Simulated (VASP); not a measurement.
# Rh (P6/mmm) in VASP: a series of runs

The runs below take Rh through relaxation of cell and atoms, with PBE.

Everything below comes from runs of VASP 6.6.1. Logs are shortened: lines on timing, memory, paths and dates and some standing lists are left out, and cuts for length are marked.

### Step 1. The cell of the first run

The structure is hexagonal, space group P6/mmm (No. 191). Conventional cell: a = 2.171 Å, b = 2.171 Å, c = 2.041 Å, α = 90.00°, β = 90.00°, γ = 120.00°. Rh (site symmetry 6/mmm) has 8 Rh at 2.04 to 2.17 Å within 2.7 Å.

This isn't the form of Rh at room conditions, which is fcc.

### Step 2. Relaxation of cell and atoms, PBE, target pressure 520 GPa, at which the enthalpy is minimised

INCAR reads:

```
SYSTEM = Rh
PREC = Accurate
ENCUT = 600
EDIFF = 1E-6
ISMEAR = -1
SIGMA = 0.05
LREAL = .FALSE.
LASPH = .TRUE.
NELM = 80
ALGO = Normal
ISIF = 3
LWAVE = .FALSE.
LCHARG = .FALSE.
GGA = PE
IBRION = 2
NSW = 60
EDIFFG = -0.005
PSTRESS = 5200.0
```

KPOINTS reads:

```
regular mesh
0
G
  20 20 18
  0 0 0
```

POSCAR reads:

```
Rh
1.0
    2.1707609733      0.0000000000      0.0000000000
   -1.0853804867      1.8799341484      0.0000000000
    0.0000000000      0.0000000000      2.0405153149
Rh
1
Direct
    0.0000000000      0.0000000000      0.0000000000
```

Potentials or basis: VASP PAW PBE potentials, release 64 (Rh_pv).

On the command line:

```bash
> cat potpaw_PBE.64/Rh_pv/POTCAR > POTCAR
> mpirun -np 1 vasp_std > vasp.out
```

OUTCAR:

```text
SYSTEM = Rh
   PREC = Accurate
   ENCUT = 600
   EDIFF = 1E-6
   ISMEAR = -1
   LREAL = .FALSE.
   LASPH = .TRUE.
   NELM = 80
   ISIF = 3
   GGA = PE
   IBRION = 2
   NSW = 60
   EDIFFG = -0.005
   PSTRESS = 5200.0

 ion  position               nearest neighbor table
   1  0.000  0.000  0.000-

  LATTYP: Found a hexagonal cell.
 ALAT       =     2.1707609733
 C/A-ratio  =     0.9400000000

  Lattice vectors:

 A1 = (   2.1707609733,   0.0000000000,   0.0000000000)
 A2 = (  -1.0853804867,   1.8799341484,   0.0000000000)
 A3 = (   0.0000000000,   0.0000000000,   2.0405153149)

Analysis of symmetry for initial positions (statically):
=====================================================================
 Subroutine PRICEL returns:
 Original cell was already a primitive cell.

 Routine SETGRP: Setting up the symmetry group for a
 hexagonal supercell.

 Subroutine GETGRP returns: Found 24 space group operations
 (whereof 24 operations were pure point group operations)
 out of a pool of 24 trial point group operations.

The static configuration has the point symmetry D_6h.

Analysis of symmetry for dynamics (positions and initial velocities):
=====================================================================
 Subroutine PRICEL returns:
 Original cell was already a primitive cell.

 Routine SETGRP: Setting up the symmetry group for a
 hexagonal supercell.

 Subroutine GETGRP returns: Found 24 space group operations
 (whereof 24 operations were pure point group operations)
 out of a pool of 24 trial point group operations.

The dynamic configuration has the point symmetry D_6h.

 Subroutine INISYM returns: Found 24 space group operations
 (whereof 24 operations are pure point group operations),
 and found     1 'primitive' translations

----------------------------------------------------------------------------------------

                                     Primitive cell

  volume of cell :       8.3271

  direct lattice vectors                    reciprocal lattice vectors
     2.170760973  0.000000000  0.000000000     0.460667947  0.265966763  0.000000000
    -1.085380487  1.879934148  0.000000000     0.000000000  0.531933526  0.000000000
     0.000000000  0.000000000  2.040515315     0.000000000  0.000000000  0.490072284

  length of vectors
     2.170760973  2.170760973  2.040515315     0.531933526  0.531933526  0.490072284

  position of ions in fractional coordinates (direct lattice)
     0.000000000  0.000000000  0.000000000

  ion indices of the primitive-cell ions
   primitive index   ion index
                 1           1

----------------------------------------------------------------------------------------

 KPOINTS: regular mesh

Automatic generation of k-mesh.
 Grid dimensions read from file:
 generate k-points for:   20   20   18

 Generating k-lattice:

  Cartesian coordinates                     Fractional coordinates (reciprocal lattice)
     0.023033397  0.013298338  0.000000000     0.050000000  0.000000000  0.000000000
     0.000000000  0.026596676  0.000000000     0.000000000  0.050000000  0.000000000
     0.000000000  0.000000000  0.027226238     0.000000000  0.000000000  0.055555556

  Length of vectors
     0.026596676  0.026596676  0.027226238

  Shift w.r.t. Gamma in fractional coordinates (k-lattice)
     0.000000000  0.000000000  0.000000000

 Subroutine IBZKPT returns following result:
 ===========================================

 Found    440 irreducible k-points:

 Following reciprocal coordinates:
            Coordinates               Weight
  0.000000  0.000000  0.000000      1.000000
  0.050000 -0.000000  0.000000      6.000000
  0.100000  0.000000  0.000000      6.000000
  0.150000 -0.000000  0.000000      6.000000
  0.200000  0.000000  0.000000      6.000000
  0.250000 -0.000000  0.000000      6.000000
[... 16 lines left out ...]
  0.200000  0.100000  0.000000     12.000000
  0.250000  0.100000  0.000000     12.000000
 [... further k-points ...]
   k-points           NKPTS =    440   k-points in BZ     NKDIM =    440   number of bands    NBANDS=     11
   number of dos      NEDOS =    301   number of ions     NIONS =      1
   total plane-waves  NPLWV =   5184
   dimension x,y,z NGX =    18 NGY =   18 NGZ =   16
   dimension x,y,z NGXF=    36 NGYF=   36 NGZF=   32
   ions per type =               1
   NGX,Y,Z   is equivalent  to a cutoff of  13.79, 13.79, 13.04 a.u.
   NGXF,Y,Z  is equivalent  to a cutoff of  27.57, 27.57, 26.07 a.u.
 SYSTEM =  Rh
   PREC   = accura    normal or accurate (medium, high low for compatibility)
   ISTART =      0    job   : 0-new  1-cont  2-samecut
   ICHARG =      2    charge: 1-file 2-atom 10-const
   ISPIN  =      1    spin polarized calculation?
   LNONCOLLINEAR =      F non collinear calculations
   LSORBIT =      F    spin-orbit coupling
   LASPH  =      T    aspherical Exc in radial PAW
   ENCUT  =  600.0 eV  44.10 Ry    6.64 a.u.   4.34  4.34  4.08*2*pi/ulx,y,z
   NELM   =     80;   NELMIN=  2; NELMDL= -5     # of ELM steps
   EDIFF  = 0.1E-05   stopping-criterion for ELM
   LREAL  =      F    real-space projection
   EDIFFG = -.5E-02   stopping-criterion for IOM
   NSW    =     60    number of steps for IOM
   IBRION =      2    ionic relax: 0-MD 1-quasi-New 2-CG
   NFREE  =      1    steps in history (QN), initial steepest desc. (CG)
   ISIF   =      3    stress and relaxation
   ISYM   =      2    0-nonsym 1-usesym 2-fastsym
   POTIM  = 0.5000    time-step for ionic-motion
   TEBEG  =    0.0;   TEEND  =   0.0 temperature during run
   PSTRESS= 5200.0 pullay stress
   NELECT =      15.0000    total number of electrons
   NUPDOWN=      -1.0000    fix difference up-down
   EMIN   =  10.00;   EMAX   =-10.00  energy-range for DOS
   EFERMI =   0.00;   METHOD = LEGACY
   ISMEAR =    -1;   SIGMA  =   0.05  broadening in eV -4-tet -1-fermi 0-gaus
   EFERMI_NEDOS =   21; number of points for ismear=-14 and -15
   IALGO  =     38    algorithm
   IMIX   =      4    mixing-type and parameters
     AMIX     =   0.40;   BMIX     =  1.00
     AMIX_MAG =   1.60;   BMIX_MAG =  1.00
  volume/ion in A,a.u.               =       8.33        56.19
  Fermi-wavevector in a.u.,A,eV,Ry     =   1.991929  3.764199 53.984914  3.967779
  Thomas-Fermi vector in A             =   3.009475
   LORBIT       =      0    0 simple, 1 ext, 2 COOP (PROOUT), +10 PAW based schemes
   GGA     = PE    functional components
   LHFCALC =     F    Hartree Fock is set to
   AEXX    =    0.0000 exact exchange contribution
   IVDW    =     0    specifies the selected vdW correction
   LEPSILON=     F    determine dielectric tensor
   LRPA    =     F    only Hartree local field effects (RPA)
 conjugate gradient relaxation of ions
 non-spin polarized calculation
  energy-cutoff  :      600.00
  volume of cell :        8.33
 maximum number of plane-waves:       296
 NGX is ok and might be reduce to    18
   NGX =  9   NGY =  9   NGZ =  9

--------------------------------------- Ionic step        1  -------------------------------------------

 number of electron      15.0000006 magnetization

 Free energy of the ion-electron system (eV)
  ---------------------------------------------------
  ext. energy  EPLUGINS =         0.00000000
  ---------------------------------------------------
  free energy    TOTEN  =         0.20359402 eV

  energy without entropy =        0.20893279  energy(sigma->0) =        0.20626340

------------------------ aborting loop because EDIFF is reached ----------------------------------------

  FORCE on cell =-STRESS in cart. coord.  units (eV):
  Direction    XX          YY          ZZ          XY          YZ          ZX
  --------------------------------------------------------------------------------------
  -------------------------------------------------------------------------------------
  Total       29.2052800     29.2052800     30.8322486     -0.0000000     -0.0000000      0.0000000
  in kB     5619.2383872   5619.2383871   5932.2750713     -0.0000001     -0.0000000      0.0000000
  external PRESSURE =     523.5839485 kB  Pullay stress =    5200.0000000 kB
[... 90 lines left out ...]
  FREE ENERGIE OF THE ION-ELECTRON SYSTEM (eV)
  ---------------------------------------------------
  free  energy   TOTEN  =        -0.6847743522 eV

  energy  without entropy=       -0.6790552998  energy(sigma->0) =       -0.68191483

  enthalpy is  TOTEN    =        27.1968231944 eV   P V=       27.8815975466

[... ionic steps 4 to 7 ...]

--------------------------------------- Ionic step        8  -------------------------------------------

 number of electron      15.0000006 magnetization

------------------------ aborting loop because EDIFF is reached ----------------------------------------

  FORCE on cell =-STRESS in cart. coord.  units (eV):
  Direction    XX          YY          ZZ          XY          YZ          ZX
  --------------------------------------------------------------------------------------
  -------------------------------------------------------------------------------------
  Total       27.4202927     27.4202927     27.2703823     -0.0000000      0.0000000      0.0000000
  in kB     5133.1040863   5133.1040858   5105.0407181     -0.0000006      0.0000000      0.0000000
  external PRESSURE =     -76.2503699 kB  Pullay stress =    5200.0000000 kB
[... 59 lines left out ...]
  enthalpy is  TOTEN    =        27.1934642341 eV   P V=       27.6768623998

--------------------------------------- Ionic step       10  -------------------------------------------

 number of electron      15.0000007 magnetization

 Free energy of the ion-electron system (eV)
  ---------------------------------------------------
  ext. energy  EPLUGINS =         0.00000000
  ---------------------------------------------------
  free energy    TOTEN  =        -0.48266981 eV

  energy without entropy =       -0.47699999  energy(sigma->0) =       -0.47983490

 E-fermi :  23.1030     XC(G=0): -17.2280

 val. band max:       23.1021353995   @ k =   0.2000   0.1000   0.4444
 cond. band min:      23.1065061610   @ k =   0.4000   0.1500   0.2778
 fundamental gap:      0.0043707616
 Fermi energy:        23.1030139349

 k-point     1 :       0.0000    0.0000    0.0000
  band No.  band energies     occupation
      1     -23.9966      2.00000
      2     -23.9966      2.00000
      3     -23.9411      2.00000
      4      11.2615      2.00000
      5      11.8265      2.00000
      6      16.7769      2.00000
      7      16.7769      2.00000
      8      25.3593      0.00000
      9      25.3593      0.00000
     10      37.7396      0.00000
     11      42.7254      0.00000
[... 309 lines left out ...]
 k-point    24 :       0.2500    0.1000    0.0000
  band No.  band energies     occupation
      1     -26.7307      2.00000
      2     -24.8085      2.00000
      3     -23.5965      2.00000
      4      12.6673      2.00000
      5      13.4836      2.00000
      6      17.7419      2.00000
      7      21.2469      2.00000
      8      23.3395      0.01751
      9      24.2167      0.00000
     10      40.4454      0.00000
     11      42.7237      0.00000

 [... further k-points ...]

------------------------ aborting loop because EDIFF is reached ----------------------------------------

  FORCE on cell =-STRESS in cart. coord.  units (eV):
  Direction    XX          YY          ZZ          XY          YZ          ZX
  --------------------------------------------------------------------------------------
  -------------------------------------------------------------------------------------
  Total       27.6766791     27.6766791     27.6718269     -0.0000000     -0.0000000      0.0000000
  in kB     5200.1023544   5200.1023542   5199.1906816     -0.0000002     -0.0000000      0.0000000
  external PRESSURE =      -0.2015366 kB  Pullay stress =    5200.0000000 kB
[... 16 lines left out ...]
  FREE ENERGIE OF THE ION-ELECTRON SYSTEM (eV)
  ---------------------------------------------------
  free  energy   TOTEN  =        -0.4826698110 eV

  energy  without entropy=       -0.4769999884  energy(sigma->0) =       -0.47983490

  enthalpy is  TOTEN    =        27.1934645107 eV   P V=       27.6761343217

 reached required accuracy - stopping structural energy minimisation
```

Run time: 5.5 min. Hardware: 1 thread of Intel Xeon 8259CL, shared host; peak memory 0.18 GiB.

Results:

- Free energy: -0.4827 eV
- Relaxed volume: 8.53 Å³/atom
- Relaxed cell: a = 2.182 Å, b = 2.182 Å, c = 2.068 Å, α = 90.00°, β = 90.00°, γ = 120.00°
- Space group after relaxing (to 0.1 Å): P6/mmm (No. 191)
- Energy change on relaxing (the run minimises the enthalpy): -686.3 meV/atom
- Ionic steps: 10
- Pressure after relaxing: 520.0 GPa
- Band gap on the k mesh: zero (an odd number of electrons rules out a gap without spin polarisation)

Stress tensor (GPa, compression positive):
```
520.01   0.00   0.00
  0.00 520.01   0.00
  0.00   0.00 519.92
```

Step by step:
```tsv
step	energy change (eV)	largest force (eV/Å)	pressure (GPa)	volume (Å³)
1	0.0000	0.0000	572.36	8.33
2	-6.1361	0.0000	97.38	12.04
3	-0.8884	0.0000	504.65	8.59
4	-0.7120	0.0000	517.97	8.54
5	-0.6984	0.0000	519.02	8.53
6	-0.4927	0.0000	533.92	8.48
7	-0.6772	0.0000	520.79	8.52
8	-0.7870	0.0000	512.37	8.56
9	-0.6870	0.0000	519.95	8.53
10	-0.6863	0.0000	519.98	8.53
```

Final structure:
```yaml
crystal:
  lattice:
    - [2.18199, 0.00000, 0.00000]
    - [-1.09100, 1.88966, 0.00000]
    - [0.00000, 0.00000, 2.06812]
  atoms:
    - { symbol: Rh, position: [0.00000, 0.00000, 0.00000] }
```

Caveat: the cell is relaxed towards a set pressure, so the run minimises the enthalpy, not the energy.

### Step 3. Relaxation of cell and atoms, PBE, target pressure 520 GPa, at which the enthalpy is minimised

This run uses another cell than the first one, of 8.49 Å³/atom.

INCAR reads:

```
PREC = Accurate ; ENCUT = 600
EDIFF = 1E-7 ; ISMEAR = -1
SIGMA = 0.05 ; LREAL = False
LASPH = True ; NELM = 60
ALGO = Normal ; ISIF = 3
LWAVE = False ; LCHARG = False
GGA = PE ; IBRION = 2
NSW = 32 ; EDIFFG = -0.005
PSTRESS = 5200.0
```

KPOINTS reads:

```
Automatic mesh
0
Gamma
  20 20 18
```

POSCAR reads:

```
Rh
1.0
    2.1795641389      0.0000000000      0.0000000000
   -1.0897820695      1.8875579135      0.0000000000
    0.0000000000      0.0000000000      2.0636235058
Rh
1
Direct
    0.0000000000      0.0000000000      0.0000000000
```

Potentials or basis: VASP PAW PBE potentials, release 64 (Rh_pv).

On the command line:

```bash
> cat potpaw_PBE.64/Rh_pv/POTCAR > POTCAR
> mpirun -np 1 vasp_std > vasp.out
```

It took 4.9 min on 1 thread of Intel Xeon 8259CL, shared host; peak memory 0.18 GiB.

It converged, with:

| Item | Value |
| --- | --- |
| Free energy | -0.4834 eV |
| Relaxed volume | 8.53 Å³/atom |
| Relaxed cell | a = 2.182 Å, b = 2.182 Å, c = 2.068 Å, α = 90.00°, β = 90.00°, γ = 120.00° |
| Space group after relaxing (to 0.1 Å) | P6/mmm (No. 191) |
| Energy change on relaxing (the run minimises the enthalpy) | -123.1 meV/atom |
| Ionic steps | 9 |
| Pressure after relaxing | 520.0 GPa |
| Band gap on the k mesh | zero (an odd number of electrons rules out a gap without spin polarisation) |

Step by step:
```
step  energy change (eV)  largest force (eV/Å)  pressure (GPa)  volume (Å³)
   1              0.0000                0.0000          529.42         8.49
   2             -1.7908                0.0000          393.10         9.12
   3             -0.1303                0.0000          519.47         8.53
   4             -0.1254                0.0000          519.83         8.53
   5             -0.1229                0.0000          520.04         8.53
   6             -0.1091                0.0000          521.11         8.52
   7             -0.1211                0.0000          520.17         8.53
   8             -0.1456                0.0000          518.32         8.53
   9             -0.1231                0.0000          519.99         8.53
```

Final structure:
```
Rh
1.0
     2.18201    0.00000    0.00000
    -1.09101    1.88968    0.00000
     0.00000    0.00000    2.06811
Rh
1
Direct
  0.00000 0.00000 0.00000
```

Levels at points of the mesh, in eV from the Fermi level:
| k point | band 4 | band 5 | band 6 | band 7 | band 8 | band 9 | band 10 | band 11 |
| --- | --- | --- | --- | --- | --- | --- | --- | --- |
| (0.00, 0.00, 0.00) | -11.84 | -11.28 | -6.33 | -6.33 | 2.26 | 2.26 | 14.64 | 19.62 |
| (0.50, 0.00, 0.00) | -12.40 | -8.68 | -3.43 | 0.65 | 1.02 | 2.88 | 14.70 | 18.69 |
| (0.00, 0.00, 0.50) | -8.44 | -5.06 | -5.06 | -3.08 | -3.08 | -1.65 | 13.93 | 19.14 |
| (0.50, 0.00, 0.50) | -13.43 | -10.21 | -5.27 | 3.44 | 5.42 | 7.11 | 11.28 | 23.11 |

Caveat: the cell is relaxed towards a set pressure, so the run minimises the enthalpy, not the energy.
